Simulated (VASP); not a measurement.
Write the native input for VASP 6.6.1 that does the following.

```
Task                   : single point
Functional             : PBE
Potentials or basis    : VASP PAW PBE potentials, release 64 (Al, N)
Cutoff                 : 520 eV
k mesh                 : 9 × 9 × 1
Occupations            : gaussian, width 0.1 eV
Spin                   : no spin polarisation
Dipole correction      : yes
Further INCAR settings : ALGO = Normal; EDIFF = 1e-07; NBANDS = 24
```

The structure of Al8N lies in POSCAR:

```
Al8N
1.0
    2.8543223330      0.0000000000      0.0000000000
   -1.4271611665      2.4719156510      0.0000000000
    0.0000000000      0.0000000000     33.4760593533
Al N
8 1
Direct
    0.3333333333      0.6666666667      0.1194883770
    0.0000000000      0.0000000000      0.1895622803
    0.6666666667      0.3333333333      0.2596361837
    0.0000000000      0.0000000000      0.3297100869
    0.3333333333      0.6666666667      0.3992195594
    0.0000000000      0.0000000000      0.4696536480
    0.6666666667      0.3333333333      0.5400996810
    0.0000000000      0.0000000000      0.6116627748
    0.1111111111     -0.1111111111      0.6854468476
```

The input as run:

INCAR

```
SYSTEM = Al8N
ALGO = Normal
DIPOL = 0.5 0.5 0.400
EDIFF = 1E-7
ENCUT = 520
GGA = PE
IDIPOL = 3
ISIF = 2
ISMEAR = 0
LASPH = .TRUE.
LCHARG = .TRUE.
LDIPOL = .TRUE.
LELF = .TRUE.
LREAL = .FALSE.
LVACPOTAV = .TRUE.
LVHAR = .TRUE.
LWAVE = .FALSE.
NBANDS = 24
NELM = 100
PREC = Accurate
SIGMA = 0.1
```

KPOINTS

```
k-points
0
G
  9 9 1
  0 0 0
```

Potentials or basis: VASP PAW PBE potentials, release 64 (Al, N).

Command:

```bash
$ cat potpaw_PBE.64/Al/POTCAR potpaw_PBE.64/N/POTCAR > POTCAR
$ mpirun -np 1 vasp_std > vasp.out
```

Results of the run:

The largest force is 2.208 eV/Å.

Wall time 6.3 min on 1 thread of Intel(R) Xeon(R) Platinum 8259CL CPU @ 2.50GHz (Skylake/Cascade Lake), with other jobs on the host, peak memory 0.42 GiB.
